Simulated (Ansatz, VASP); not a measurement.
This is a calculation of Rb3Pt for Ansatz 0.2.0.

input.yaml

```yaml
crystal:
  lattice:
    - [5.5352068891, 0.0, 0.0]
    - [0.0, 5.5352068891, 0.0]
    - [0.0, 0.0, 5.5352068891]
  atoms:
    - { symbol: Pt, position: [0.5, 0.5, 0.5] }
    - { symbol: Rb, position: [0.5, 0.0, 0.0] }
    - { symbol: Rb, position: [0.0, 0.5, 0.0] }
    - { symbol: Rb, position: [0.0, 0.0, 0.5] }
hamiltonian:
  xc: pbe
  pseudopotentials: { kind: paw }
kpoints:
  mp_grid: { grid: [5, 5, 5] }
scf:
  occupations: { method: fermi_dirac, width: 0.05 }
output:
  forces: true
  stress: true
  eigenvalues: true
```

Potentials or basis: Ansatz PAW.

The run is started by

```console
$ ansatz run input.yaml --threads 2 --pin off --max-ram 5120MiB --backend cpu --events-out ev --progress --plain --runs-dir out
```

Question: Set up the same calculation for VASP 6.6.1. Potentials there: VASP PAW PBE potentials, release 64 (Pt, Rb_sv).

Answer: As run (the cutoff follows the program's own potentials):

INCAR

```
SYSTEM = Rb3Pt
ALGO     = Fast           ! electronic algorithm
EDIFF    = 1E-7           ! SCF threshold, eV
ENCUT    = 520            ! plane-wave cutoff, eV
GGA      = PE             ! functional
ISIF     = 2              ! what is computed and relaxed
ISMEAR   = -1             ! smearing method
LASPH    = .True.         ! aspherical terms in the spheres
LCHARG   = .True.         ! write CHGCAR
LELF     = .True.         ! ELF
LREAL    = .False.        ! projectors in reciprocal space
LVHAR    = .True.       
LWAVE    = .False.        ! write WAVECAR
NBANDS   = 26             ! bands
NELM     = 60             ! most SCF steps
PREC     = Accurate       ! precision mode
SIGMA    = 0.05           ! smearing width, eV
```

KPOINTS

```
k-points
0
Gamma
  5 5 5
  0 0 0
```

The input POSCAR:

```
Rb3Pt
1.0
    5.5352068891      0.0000000000      0.0000000000
    0.0000000000      5.5352068891      0.0000000000
    0.0000000000      0.0000000000      5.5352068891
Pt Rb
1 3
Direct
    0.5000000000      0.5000000000      0.5000000000
    0.5000000000      0.0000000000      0.0000000000
    0.0000000000      0.5000000000      0.0000000000
    0.0000000000      0.0000000000      0.5000000000
```

Potentials or basis: VASP PAW PBE potentials, release 64 (Pt, Rb_sv).

Run with:

```bash
$ cat potpaw_PBE.64/Pt/POTCAR potpaw_PBE.64/Rb_sv/POTCAR > POTCAR
$ mpirun -np 1 vasp_std > vasp.out
```

Both were run:

|  | VASP | Ansatz | Ansatz less VASP |
| --- | --- | --- | --- |
| gap on the k mesh at the Fermi level (eV) | none | none | - |
| pressure (GPa) | -0.3 | -0.3 | -0.01 |

A gap of «none» marks a metal or a gap that the smearing closes. VASP's potentials hold 37 valence electrons a cell and Ansatz's 45, so a difference there can come from the potentials and not from the codes.

Neither program's run includes spin-orbit coupling.
